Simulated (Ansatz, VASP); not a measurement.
# Two plane-wave programs on Pb

```
Pb
1.0
    -1.97966    1.97966    2.02915
     1.97966   -1.97966    2.02915
     1.97966    1.97966   -2.02915
Pb
1
Direct
  0.00000 0.00000 0.00000
```

Change from the starting cell: strain +0.000 along x and y, +0.025 along z, atoms carried along.

Alike in both runs: task single point; functional LDA; k mesh 18 × 18 × 18; occupations gaussian, width 0.15 eV; no spin polarisation.

```csv
,VASP,Ansatz
version,VASP 6.6.1,Ansatz 0.2.0
potentials or method,"VASP PAW LDA potentials, release 64 (Pb_d), cutoff 520 eV","scalar-relativistic, plane waves, PAW"
valence electrons in the cell,14,14
```

|  | VASP | Ansatz | Ansatz less VASP |
| --- | --- | --- | --- |
| gap on the k mesh at the Fermi level (eV) | none | none | - |
| pressure (GPa) | -3.9 | -3.9 | -0.05 |
| traceless stress, the component that is largest in VASP (GPa) | 0.34 | 0.34 | 0.000 |

LDA's correlation is that of Perdew and Zunger in VASP and of Perdew and Wang (1992) in Ansatz. A gap of «none» marks a metal or a gap that the smearing closes.

Neither program's run includes spin-orbit coupling.
